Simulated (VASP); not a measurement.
Input of a VASP 6.6.1 run:

Contents of INCAR:

```
SYSTEM = HgTe
PREC = Accurate
ENCUT = 600
EDIFF = 1E-7
ISMEAR = -1
SIGMA = 0.15
LREAL = .False.
LASPH = .True.
NELM = 80
ALGO = Normal
ISIF = 3
LWAVE = .False.
LCHARG = .False.
IBRION = 2
NSW = 80
EDIFFG = -0.001
```

KPOINTS

```
Automatic mesh
0
Gamma
  12 12 12
  0 0 0
```

File POSCAR:

```
HgTe
1.0
    0.0000000000      3.2173559185      3.2173559185
    3.2173559185      0.0000000000      3.2173559185
    3.2173559185      3.2173559185      0.0000000000
Hg Te
1 1
Direct
    0.0000000000      0.0000000000      0.0000000000
    0.7500000000      0.7500000000      0.7500000000
```

Potentials or basis: VASP PAW LDA potentials, release 64 (Hg, Te).

Run with:

```sh
$ cat potpaw_LDA.64/Hg/POTCAR potpaw_LDA.64/Te/POTCAR > POTCAR
$ mpirun -np 1 vasp_std > vasp.out
```

(1) What does it give for the relaxed cell?

(2) Estimate the relaxed volume.

## Answers

(1) a = 4.560 Å, b = 4.560 Å, c = 4.560 Å, α = 60.00°, β = 60.00°, γ = 60.00°.

(2) 33.52 Å³/atom.
